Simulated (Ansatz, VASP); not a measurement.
Ru: VASP beside Ansatz

```
Ru
1.0
     2.72003    0.00000    0.00000
    -1.36001    2.35561    0.00000
     0.00000    0.00000    4.29677
Ru
2
Cartesian
  0.0000 1.5704 1.0742
  1.3600 0.7852 3.2226
```

Alike in both runs: task single point; functional r2SCAN; k mesh 18 × 18 × 10; occupations gaussian, width 0.1 eV; no spin polarisation.

```csv
,VASP,Ansatz
version,VASP 6.6.1,Ansatz 0.2.0
potentials or method,"VASP PAW PBE potentials, release 64 (Ru_sv), cutoff 660 eV","scalar-relativistic, plane waves, PAW"
valence electrons in the cell,32,32
```

VASP gave:

```
gap on the k mesh at the Fermi level (eV)                     : none
pressure (GPa)                                                : -6.4
traceless stress, the component that is largest in VASP (GPa) : -0.46
```

Task: Which values does Ansatz return?

Result: gap on the k mesh at the Fermi level (eV): none; pressure (GPa): -6.5; traceless stress, the component that is largest in VASP (GPa): -0.48.

VASP's potentials were made for PBE, not for r2SCAN. A gap of «none» marks a metal or a gap that the smearing closes.
